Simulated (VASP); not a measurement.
# Hf: single point with PBE

Hf:

```
Hf
1.0
    -1.80500    1.80500    1.80500
     1.80500   -1.80500    1.80500
     1.80500    1.80500   -1.80500
Hf
1
Direct
  0.00000 0.00000 0.00000
```

```yaml
Program: VASP 6.6.1
Task: single point
Functional: PBE
Potentials_or_basis: VASP PAW PBE potentials, release 64 (Hf_pv)
Cutoff: 520 eV
k_mesh: 9 × 9 × 9
Occupations: fermi-dirac, width 0.1 eV
Spin: no spin polarisation
Dipole_correction: no
Further_INCAR_settings: ALGO = Normal; EDIFF = 1e-07; NBANDS = 11
```

```yaml
Pressure: -4.9 GPa
Band_gap_on_the_k_mesh: zero (band 5 reaches 5.73 eV, above the bottom of band 6 at 3.54 eV)
```

Levels at points of the mesh, in eV from the Fermi level:
```csv
k point,band 2,band 3,band 4,band 5,band 6,band 7,band 8,band 9
"(0.00, 0.00, 0.00)",-30.05,-30.05,-6.89,1.47,1.47,1.47,4.11,4.11
```

Wall time 3.2 s on 1 thread of Intel(R) Xeon(R) 6975P-C (Granite Rapids), with other jobs on the host, peak memory 0.13 GiB.

Caveat: spin-orbit coupling is left out, which moves the levels of the heavy elements.
